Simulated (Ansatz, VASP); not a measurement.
## Pt in VASP and in Ansatz

```
CELL_PARAMETERS angstrom
2.75387 0.00000 0.00000
0.00000 3.89456 0.00000
0.00000 0.00000 21.50770
ATOMIC_POSITIONS crystal
Pt 0.00000 0.00000 0.37196
Pt 0.50000 0.50000 0.43598
Pt 0.00000 0.00000 0.50000
Pt 0.50000 0.50000 0.56402
Pt 0.00000 0.00000 0.62804
```

Alike in both runs: task single point; functional LDA; k mesh 12 × 9 × 1; occupations fermi-dirac, width 0.08 eV; no spin polarisation.

|  | VASP | Ansatz |
| --- | --- | --- |
| version | VASP 6.6.1 | Ansatz 0.2.0 |
| potentials or method | VASP PAW LDA potentials, release 64 (Pt), cutoff 520 eV | all-electron LAPW, scalar-relativistic |

VASP gave:

* rms of the force components (eV/Å): 0.572

Task: What did Ansatz give for the same quantities?

Result: rms of the force components (eV/Å): 0.583.

LDA's correlation is that of Perdew and Zunger in VASP and of Perdew and Wang (1992) in Ansatz. Atom by atom the forces differ by 0.014 eV/Å (rms over components). Ansatz ran all-electron here, and VASP with PAW potentials.

Spin-orbit coupling is off throughout.
